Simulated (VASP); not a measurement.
# FeSi (P1) in VASP: single point with PBEsol

Aim: the single point of FeSi with PBEsol.

All numbers are computed with VASP 6.6.1; they aren't measurements. Logs are shortened: lines on timing, memory, paths and dates and some standing lists are left out, and cuts for length are marked.

## 1. The cell of the first run

The typed cell holds 32 atoms: a = 4.403 Å, b = 8.806 Å, c = 8.806 Å, α = 90.00°, β = 90.00°, γ = 90.00°.

## 2. Single point, PBEsol

Contents of INCAR:

```
ALGO     = Normal         # electronic algorithm
EDIFF    = 1E-6           # SCF threshold, eV
ENCUT    = 520            # plane-wave cutoff, eV
GGA      = PS             # functional
ISIF     = 2              # what is computed and relaxed
ISMEAR   = -1             # smearing method
LASPH    = True           # aspherical terms in the spheres
LCHARG   = False          # write CHGCAR
LREAL    = Auto         
LWAVE    = False          # write WAVECAR
NBANDS   = 118            # bands
NELM     = 80             # most SCF steps
PREC     = Accurate       # precision mode
SIGMA    = 0.026          # smearing width, eV
```

Contents of KPOINTS:

```
k-points
0
Gamma
  4 2 2
```

Contents of POSCAR:

```
FeSi
1.0
    4.4030518947      0.0000000000      0.0000000000
    0.0000000000      8.8061037893      0.0000000000
    0.0000000000      0.0000000000      8.8061037893
Fe Si
16 16
Direct
    0.8594836242      0.3145121913      0.1884341861
    0.6421886609      0.1836236591      0.4332239423
    0.3623956833      0.4306635591      0.3202458281
    0.1638670216      0.0703003297      0.0768027514
    0.8541611796      0.3317280911      0.6861337482
    0.6503552691      0.1850764014      0.9278790252
    0.3567189389      0.4274290981      0.8162855188
    0.1280230198      0.0711471287      0.5718546045
    0.8517957748      0.8153127844      0.1774463528
    0.6568505367      0.6831321938      0.4282221843
    0.3632230640      0.9265322321      0.3271848787
    0.1408845534      0.5654492746      0.0611042083
    0.8620577478      0.8114710173      0.6745999300
    0.6390483390      0.6903881836      0.9281830189
    0.3604815564      0.9295017633      0.8237791847
    0.1363417953      0.5784753532      0.5650278624
    0.1640793743      0.1678367682      0.3345099116
    0.3494567034      0.3211758648      0.0859138182
    0.6684036596      0.0757196390      0.1724332391
    0.8452905142      0.4222102179      0.4240949334
    0.1655672060      0.1691290536      0.8308311116
    0.3228029181      0.3300775314      0.5761214178
    0.6467623067      0.0851195964      0.6703308457
    0.8169717473      0.4301168929      0.9231126721
    0.1694520114      0.6715000347      0.3221556398
    0.3140208276      0.8190899372      0.0812336553
    0.6701949172      0.5754995763      0.1729677547
    0.8415020056      0.9239603796      0.4222521207
    0.1477066397      0.6701677769      0.8270587282
    0.3351632085      0.8288691770      0.5744031777
    0.6373386158      0.5786015157      0.6650731288
    0.8391886102      0.9285376593      0.9211820794
```

Potentials or basis: VASP PAW PBE potentials, release 64 (Fe, Si).

Launch:

```bash
cat potpaw_PBE.64/Fe/POTCAR potpaw_PBE.64/Si/POTCAR > POTCAR
mpirun -np 1 vasp_std > vasp.out
```

OUTCAR:

```text
EDIFF = 1E-6
   ENCUT = 520
   GGA = PS
   ISIF = 2
   ISMEAR = -1
   LASPH = True
   LREAL = Auto
   NELM = 80
   PREC = Accurate

 ion  position               nearest neighbor table
   1  0.859  0.315  0.188-  17 2.26  19 2.27  20 2.28  18 2.34  18 2.42  27 2.45  24 2.56   2 2.63
                             3 2.68   3 2.70   4 2.72   6 2.72  12 2.77
   2  0.642  0.184  0.433-  23 2.26  17 2.28  20 2.28  22 2.29  28 2.45  17 2.46  19 2.49   1 2.63
                             8 2.65   3 2.69  11 2.74   5 2.74   8 2.76
   3  0.362  0.431  0.320-  27 2.27  18 2.28  25 2.28  20 2.32  22 2.43  20 2.45  17 2.48   1 2.68
                             2 2.69   1 2.70  16 2.71  10 2.74  12 2.75
   4  0.164  0.070  0.077-  26 2.31  21 2.33  19 2.34  32 2.34  18 2.36  19 2.38  17 2.43  11 2.69
                            15 2.69   6 2.71   1 2.72   9 2.78   6 2.80
   5  0.854  0.332  0.686-  24 2.27  22 2.28  21 2.36  23 2.36  31 2.38  20 2.44  22 2.53   7 2.61
                             7 2.63   6 2.65  16 2.72   2 2.74   8 2.78
   6  0.650  0.185  0.928-  18 2.26  24 2.28  21 2.30  19 2.36  32 2.41  21 2.43  23 2.43   5 2.65
                             7 2.68   4 2.71   1 2.72  15 2.74   4 2.80
   7  0.357  0.427  0.816-  24 2.23  31 2.25  22 2.29  29 2.33  21 2.43  18 2.55  24 2.56   5 2.61
                             5 2.63  12 2.65   6 2.68  16 2.76  14 2.81
   8  0.128  0.071  0.572-  28 2.24  17 2.26  23 2.29  30 2.32  22 2.44  21 2.44  23 2.45   2 2.65
                            11 2.71  13 2.72  15 2.74   2 2.76   5 2.78
   9  0.852  0.815  0.177-  26 2.20  27 2.26  25 2.28  28 2.36  19 2.43  32 2.47  26 2.52  14 2.63
[... 33 lines left out ...]
  26  0.314  0.819  0.081-   9 2.20  14 2.27   4 2.31  12 2.37  11 2.37  15 2.48   9 2.52  25 2.57
                            29 2.70  32 2.70  27 2.78  19 2.86  32 2.87
  27  0.670  0.575  0.173-   9 2.26   3 2.27  12 2.30  14 2.39  10 2.44   1 2.45  12 2.53  24 2.63
                            25 2.70  25 2.70  20 2.70  18 2.76  26 2.78
  28  0.842  0.924  0.422-   8 2.24  11 2.27  10 2.27   9 2.36  13 2.43  11 2.45   2 2.45  19 2.68
                            30 2.69  17 2.69  30 2.73  23 2.74  25 2.79
  29  0.148  0.670  0.827-  13 2.22  12 2.26   7 2.33  14 2.35  14 2.42  16 2.45  15 2.47  26 2.70
                            24 2.70  31 2.71  30 2.75  32 2.78  31 2.78
  30  0.335  0.829  0.574-  13 2.27  10 2.30   8 2.32  11 2.34  15 2.37  16 2.37  13 2.49  28 2.69
                            31 2.70  25 2.72  28 2.73  29 2.75  23 2.77
  31  0.637  0.579  0.665-   7 2.25  13 2.28  10 2.28  16 2.37  16 2.38   5 2.38  14 2.52  20 2.69
                            30 2.70  22 2.71  29 2.71  24 2.74  29 2.78
  32  0.839  0.929  0.921-  14 2.28  15 2.28   4 2.34  13 2.41   6 2.41  15 2.45   9 2.47  19 2.67
                            21 2.68  26 2.70  23 2.74  29 2.78  26 2.87

  LATTYP: Found a simple tetragonal cell.
 ALAT       =     8.8061037893
 C/A-ratio  =     0.5000000000

  Lattice vectors:

 A1 = (   0.0000000000,   8.8061037893,   0.0000000000)
 A2 = (   0.0000000000,   0.0000000000,   8.8061037893)
 A3 = (   4.4030518947,   0.0000000000,   0.0000000000)

Analysis of symmetry for initial positions (statically):
=====================================================================
 Subroutine PRICEL returns:
 Original cell was already a primitive cell.

 Routine SETGRP: Setting up the symmetry group for a
 simple tetragonal supercell.

 Subroutine GETGRP returns: Found  1 space group operations
 (whereof  1 operations were pure point group operations)
 out of a pool of 16 trial point group operations.

The static configuration has the point symmetry C_1 .

Analysis of symmetry for dynamics (positions and initial velocities):
=====================================================================
 Subroutine PRICEL returns:
 Original cell was already a primitive cell.

 Routine SETGRP: Setting up the symmetry group for a
 simple tetragonal supercell.

 Subroutine GETGRP returns: Found  1 space group operations
 (whereof  1 operations were pure point group operations)
 out of a pool of 16 trial point group operations.

The dynamic configuration has the point symmetry C_1 .

 Subroutine INISYM returns: Found  1 space group operations
 (whereof  1 operations are pure point group operations),
 and found     1 'primitive' translations

----------------------------------------------------------------------------------------

                                     Primitive cell

  volume of cell :     341.4455

  direct lattice vectors                    reciprocal lattice vectors
[... 88 lines left out ...]
     0.000000000  0.056778799  0.000000000     0.000000000  0.500000000  0.000000000
     0.000000000  0.000000000  0.056778799     0.000000000  0.000000000  0.500000000

  Length of vectors
     0.056778799  0.056778799  0.056778799

  Shift w.r.t. Gamma in fractional coordinates (k-lattice)
     0.000000000  0.000000000  0.000000000

 Subroutine IBZKPT returns following result:
 ===========================================

 Found     12 irreducible k-points:

 Following reciprocal coordinates:
            Coordinates               Weight
  0.000000  0.000000  0.000000      1.000000
  0.250000  0.000000  0.000000      2.000000
  0.500000  0.000000  0.000000      1.000000
  0.000000  0.500000  0.000000      1.000000
  0.000000  0.000000  0.500000      1.000000
  0.250000  0.500000  0.000000      2.000000
  0.250000  0.000000  0.500000      2.000000
  0.500000  0.500000  0.000000      1.000000
  0.500000  0.000000  0.500000      1.000000
  0.000000  0.500000  0.500000      1.000000
  0.250000  0.500000  0.500000      2.000000
  0.500000  0.500000  0.500000      1.000000
   k-points           NKPTS =     12   k-points in BZ     NKDIM =     12   number of bands    NBANDS=    118
   number of dos      NEDOS =    301   number of ions     NIONS =     32
   total plane-waves  NPLWV = 176400
   dimension x,y,z NGX =    36 NGY =   70 NGZ =   70
   dimension x,y,z NGXF=    72 NGYF=  140 NGZF=  140
   ions per type =              16  16
   NGX,Y,Z   is equivalent  to a cutoff of  13.59, 13.21, 13.21 a.u.
   NGXF,Y,Z  is equivalent  to a cutoff of  27.19, 26.43, 26.43 a.u.
 SYSTEM =  unknown system
   PREC   = accura    normal or accurate (medium, high low for compatibility)
   ISTART =      0    job   : 0-new  1-cont  2-samecut
   ICHARG =      2    charge: 1-file 2-atom 10-const
   ISPIN  =      1    spin polarized calculation?
   LNONCOLLINEAR =      F non collinear calculations
   LSORBIT =      F    spin-orbit coupling
   LASPH  =      T    aspherical Exc in radial PAW
   ENCUT  =  520.0 eV  38.22 Ry    6.18 a.u.   8.19 16.37 16.37*2*pi/ulx,y,z
   NELM   =     80;   NELMIN=  2; NELMDL= -5     # of ELM steps
   EDIFF  = 0.1E-05   stopping-criterion for ELM
   LREAL  =      T    real-space projection
   EDIFFG = 0.1E-04   stopping-criterion for IOM
   NSW    =      0    number of steps for IOM
   IBRION =     -1    ionic relax: 0-MD 1-quasi-New 2-CG
   NFREE  =      0    steps in history (QN), initial steepest desc. (CG)
   ISIF   =      2    stress and relaxation
   ISYM   =      2    0-nonsym 1-usesym 2-fastsym
   POTIM  = 0.5000    time-step for ionic-motion
   TEBEG  =    0.0;   TEEND  =   0.0 temperature during run
   PSTRESS=    0.0 pullay stress
   NELECT =     192.0000    total number of electrons
   NUPDOWN=      -1.0000    fix difference up-down
   EMIN   =  10.00;   EMAX   =-10.00  energy-range for DOS
   EFERMI =   0.00;   METHOD = LEGACY
   ISMEAR =    -1;   SIGMA  =   0.03  broadening in eV -4-tet -1-fermi 0-gaus
   EFERMI_NEDOS =   21; number of points for ismear=-14 and -15
   IALGO  =     38    algorithm
   IMIX   =      4    mixing-type and parameters
     AMIX     =   0.40;   BMIX     =  1.00
     AMIX_MAG =   1.60;   BMIX_MAG =  1.00
  volume/ion in A,a.u.               =      10.67        72.01
  Fermi-wavevector in a.u.,A,eV,Ry     =   1.351247  2.553487 24.842452  1.825869
  Thomas-Fermi vector in A             =   2.478685
   LORBIT       =      0    0 simple, 1 ext, 2 COOP (PROOUT), +10 PAW based schemes
   GGA     = PS    functional components
   LHFCALC =     F    Hartree Fock is set to
   AEXX    =    0.0000 exact exchange contribution
   IVDW    =     0    specifies the selected vdW correction
   LEPSILON=     F    determine dielectric tensor
   LRPA    =     F    only Hartree local field effects (RPA)
 non-spin polarized calculation
  energy-cutoff  :      520.00
  volume of cell :      341.45
 maximum number of plane-waves:      9256
 NGX is ok and might be reduce to    36
   NGX = 17   NGY = 33   NGZ = 33

 number of electron     192.0000011 magnetization

 Free energy of the ion-electron system (eV)
  ---------------------------------------------------
  ext. energy  EPLUGINS =         0.00000000
  ---------------------------------------------------
  free energy    TOTEN  =      -254.35215913 eV

  energy without entropy =     -254.31365737  energy(sigma->0) =     -254.33290825

 E-fermi :  10.0952     XC(G=0): -13.0513

 val. band max:       10.0671562473   @ k =   0.0000   0.5000   0.5000
 cond. band min:      10.1288863561   @ k =   0.0000   0.5000   0.5000
 fundamental gap:      0.0617301088
 Fermi energy:        10.0951936328

 k-point     1 :       0.0000    0.0000    0.0000
  band No.  band energies     occupation
      1      -3.4863      2.00000
      2      -1.7538      2.00000
      3      -1.6797      2.00000
      4      -1.6477      2.00000
      5      -1.6031      2.00000
      6      -0.4848      2.00000
[... 1321 lines left out ...]
    107      11.4599      0.00000
    108      11.5047      0.00000
 [bands above 108 left out]

------------------------ aborting loop because EDIFF is reached ----------------------------------------

  FORCE on cell =-STRESS in cart. coord.  units (eV):
  Direction    XX          YY          ZZ          XY          YZ          ZX
  --------------------------------------------------------------------------------------
  -------------------------------------------------------------------------------------
  Total        2.2259424      2.0481835      2.2649739      0.5376479     -0.3071689      0.4844368
  in kB       10.4448717      9.6107666     10.6280206      2.5228251     -1.4413397      2.2731405
  external PRESSURE =      10.2278863 kB  Pullay stress =       0.0000000 kB

 VOLUME and BASIS-vectors are now :
 -----------------------------------------------------------------------------
  energy-cutoff  :      520.00
  volume of cell :      341.45
      direct lattice vectors                 reciprocal lattice vectors
     4.403051895  0.000000000  0.000000000     0.227115197  0.000000000  0.000000000
     0.000000000  8.806103789  0.000000000     0.000000000  0.113557599  0.000000000
     0.000000000  0.000000000  8.806103789     0.000000000  0.000000000  0.113557599

 POSITION                                       TOTAL-FORCE (eV/Angst)
 -----------------------------------------------------------------------------------
      3.78435      2.76963      1.65937         0.482060      0.357223     -0.642347
      2.82759      1.61701      3.81501        -0.468331     -0.023796      0.133587
      1.59565      3.79247      2.82012         0.185401      0.053236     -0.071964
      0.72151      0.61907      0.67633        -1.156260     -0.375534     -0.535664
      3.76092      2.92123      6.04216         0.169104     -1.421716     -0.358163
      2.86355      1.62980      8.17100        -0.218849     -0.358797      0.481442
[... 24 lines left out ...]
      2.80623      5.09522      5.85670         0.608313      0.203745      0.165997
      3.69499      8.17680      8.11203         0.322555     -0.201095     -0.203301
 -----------------------------------------------------------------------------------
    total drift:                               -0.008113     -0.009552     -0.000190

  FREE ENERGIE OF THE ION-ELECTRON SYSTEM (eV)
  ---------------------------------------------------
  free  energy   TOTEN  =      -254.3521591337 eV

  energy  without entropy=     -254.3136573718  energy(sigma->0) =     -254.33290825
```

Run time: 60 min. Hardware: 1 thread of Intel Xeon 8259CL, shared host; peak memory 0.61 GiB.

Results:

```
Free energy            : -254.3522 eV
Pressure               : 1.0 GPa
Largest force          : 1.546 eV/Å
Band gap on the k mesh : 0.06 eV
```

Forces in eV/Å, atoms in the order of the input:
```
Fe   0.482  0.357 -0.642
Fe  -0.468 -0.024  0.134
Fe   0.185  0.053 -0.072
Fe  -1.156 -0.376 -0.536
Fe   0.169 -1.422 -0.358
Fe  -0.219 -0.359  0.481
Fe  -0.355  0.711 -0.024
Fe   0.403  0.005  0.339
Fe   0.011  0.381  0.667
Fe  -1.025 -0.128 -0.012
Fe   0.028  0.350 -1.156
Fe  -0.065 -0.120  1.064
Fe  -0.586  1.127  0.882
Fe  -0.443 -0.983  0.325
Fe   0.027  0.248 -0.923
Fe   0.086 -1.054  0.202
Si  -0.027  0.149 -0.331
Si  -0.513  0.580 -0.271
Si  -0.130 -0.091 -0.056
Si  -0.268  0.055 -0.137
Si  -0.462  0.454  0.004
Si   0.517  0.206  0.144
Si   0.280 -0.247  0.350
Si   0.783 -0.466  0.002
Si  -0.061 -0.078  0.433
Si   1.264  0.768 -0.314
Si  -0.323  0.046 -0.353
Si   0.051 -0.295 -0.258
Si   0.568 -0.060 -0.080
Si   0.315  0.210  0.532
Si   0.608  0.204  0.166
Si   0.323 -0.201 -0.203
```

Stress tensor (GPa, compression positive):
```
 1.04  0.25  0.23
 0.25  0.96 -0.14
 0.23 -0.14  1.06
```

Caveat: the atoms stand as in a frame of molecular dynamics; the PAW data sets were made with another functional, which shifts forces and pressure a little. Spin polarisation is off, so any magnetic state and its effect on volume and gap are missing.
